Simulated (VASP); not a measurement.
Here is a VASP 6.6.1 calculation.

POSCAR

```
Al3Pd
1.0
    3.8663382084      0.0000000000      0.0000000000
    0.0000000000      3.8663382084      0.0000000000
    0.0000000000      0.0000000000      3.8663382084
Pd Al
1 3
Direct
    0.0000000000      0.0000000000      0.0000000000
    0.5000000000      0.5000000000      0.0000000000
    0.5000000000      0.0000000000      0.5000000000
    0.0000000000      0.5000000000      0.5000000000
```

INCAR.step1

```
SYSTEM = Al3Pd
PREC = Accurate ; ENCUT = 550
ISMEAR = -1 ; SIGMA = 0.05
LREAL = .FALSE. ; LASPH = .TRUE.
NELM = 120 ; NBANDS = 18
GGA = PE ; ALGO = Normal
EDIFF = 1E-5 ; LWAVE = .TRUE.
LCHARG = .FALSE. ; GGA_COMPAT = .FALSE.
```

File INCAR.step2:

```
SYSTEM = Al3Pd
PREC = Accurate ; ENCUT = 550
EDIFF = 1E-6 ; ISMEAR = -1
SIGMA = 0.05 ; LREAL = .FALSE.
LASPH = .TRUE. ; NELM = 120
ALGO = Normal ; ISIF = 2
LWAVE = .FALSE. ; LCHARG = .TRUE.
METAGGA = R2SCAN ; LMIXTAU = .TRUE.
LELF = .TRUE. ; LVHAR = .TRUE.
NBANDS = 18 ; ISTART = 1
GGA_COMPAT = .FALSE.
```

KPOINTS

```
regular mesh
0
G
  7 7 7
  0 0 0
```

Potentials or basis: VASP PAW PBE potentials, release 64 (Pd, Al).

Command:

```bash
$ cat potpaw_PBE.64/Pd/POTCAR potpaw_PBE.64/Al/POTCAR > POTCAR
$ cp INCAR.step1 INCAR
$ mpirun -np 1 vasp_std > vasp.out
$ cp INCAR.step2 INCAR
$ mpirun -np 1 vasp_std > vasp.out
```

(1) Estimate the band gap on the k mesh.

(2) What does it give for the pressure?

## Answers

(1) zero (an odd number of electrons rules out a gap without spin polarisation).

(2) 6.0 GPa.

Caveat: the cell stands under pressure; the PAW data sets were made with another functional, which shifts forces and pressure a little.
